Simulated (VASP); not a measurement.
A run of VASP 6.6.1:

INCAR

```
SYSTEM = TaN
PREC = Accurate ; ENCUT = 520
EDIFF = 1E-7 ; ISMEAR = 0
SIGMA = 0.15 ; LREAL = .False.
LASPH = .True. ; NELM = 60
ALGO = Normal ; ISIF = 2
LWAVE = .False. ; LCHARG = .False.
GGA = PS ; NBANDS = 24
```

File KPOINTS:

```
Automatic mesh
0
Gamma
  18 18 10
  0 0 0
```

The input POSCAR:

```
TaN
1.0
    2.9585010578      0.0000000000      0.0000000000
   -1.4792505289      2.5621370732      0.0000000000
    0.0000000000      0.0000000000      4.9400000000
Ta N
2 2
Direct
    0.3333333333      0.6666666667      0.0000000000
    0.6666666667      0.3333333333      0.5000000000
    0.3333333333      0.6666666667      0.3850000000
    0.6666666667      0.3333333333      0.8850000000
```

Potentials or basis: VASP PAW PBE potentials, release 64 (Ta_pv, N).

Run with:

```bash
$ cat potpaw_PBE.64/Ta_pv/POTCAR potpaw_PBE.64/N/POTCAR > POTCAR
$ mpirun -np 1 vasp_std > vasp.out
```

Hardware: 1 thread of AMD EPYC 9R45 96-Core Processor (Zen 5), with other jobs on the host.

Q: How long does it take, and how much memory?

A: Wall time 2.1 min on 1 thread of AMD EPYC 9R45 96-Core Processor (Zen 5), with other jobs on the host, peak memory 0.27 GiB. Counts: scf iterations 14, k points 222.
